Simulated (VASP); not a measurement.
Crystal: Na.

```xyz
6
Lattice="6.6883 0.0000 0.0000 -3.3442 5.7923 0.0000 0.0000 0.0000 6.9230" Properties=species:S:1:pos:R:3 pbc="T T T"
Na   -1.4067    4.6737    2.3077
Na    0.0000    2.2372    0.0000
Na    1.4067    4.6737    4.6153
Na    1.9374    1.1186    4.6153
Na    3.3442    3.5551    0.0000
Na    4.7509    1.1186    2.3077
```

```yaml
Program: VASP 6.6.1
Task: relaxation of cell and atoms
Functional: PBE
Potentials_or_basis: VASP PAW PBE potentials, release 64 (Na_pv)
Cutoff: 600 eV
k_mesh: 9 × 9 × 6
Occupations: gaussian, width 0.1 eV
Spin: no spin polarisation
```

At the start: pressure 0.1 GPa; volume 44.70 Å³/atom.

How do energy, volume and symmetry change on relaxing?

Over 19 steps the energy falls by 9.1 meV/atom and the volume is 45.08 Å³/atom (+0.8 %); space group P6_222 (No. 180, to 0.05 Å).

The path:
| step | energy change (eV) | largest force (eV/Å) | pressure (GPa) | volume (Å³) |
| --- | --- | --- | --- | --- |
| 1 | 0.0000 | 0.0124 | 0.13 | 268.20 |
| 2 | -0.0015 | 0.0114 | 0.11 | 269.56 |
| 3 | -0.0048 | 0.0094 | 0.03 | 273.64 |
| 4 | -0.0059 | 0.0057 | -0.10 | 281.91 |
| 5 | -0.0063 | 0.0071 | -0.06 | 279.16 |
| 6 | -0.0081 | 0.0024 | -0.06 | 279.11 |
| 7 | -0.0135 | 0.0113 | -0.04 | 278.87 |
| 8 | -0.0225 | 0.0390 | -0.02 | 278.01 |
| 9 | -0.0062 | 0.0973 | 0.03 | 274.80 |
| 10 | -0.0241 | 0.0492 | -0.01 | 277.55 |
| 11 | -0.0284 | 0.0537 | -0.01 | 276.53 |
| 12 | -0.0328 | 0.0622 | 0.01 | 274.17 |
| 13 | -0.0394 | 0.0529 | -0.01 | 273.86 |
| 14 | -0.0523 | 0.0210 | -0.02 | 272.86 |
| 15 | -0.0404 | 0.0613 | 0.00 | 270.64 |
| 16 | -0.0545 | 0.0053 | -0.03 | 272.34 |
| 17 | -0.0546 | 0.0006 | -0.04 | 272.18 |
| 18 | -0.0542 | 0.0034 | 0.06 | 267.36 |
| 19 | -0.0548 | 0.0013 | 0.00 | 270.47 |

Final structure:
```yaml
crystal:
  lattice:
    - [6.20258, 0.00000, 0.00000]
    - [-3.10129, 5.37159, 0.00000]
    - [0.00000, 0.00000, 8.11803]
  atoms:
    - { symbol: Na, position: [0.18041, 0.81959, 0.33333] }
    - { symbol: Na, position: [0.18041, 0.36081, 0.00000] }
    - { symbol: Na, position: [0.63918, 0.81959, 0.66667] }
    - { symbol: Na, position: [0.36082, 0.18041, 0.66667] }
    - { symbol: Na, position: [0.81959, 0.63918, 0.00000] }
    - { symbol: Na, position: [0.81959, 0.18041, 0.33333] }
```
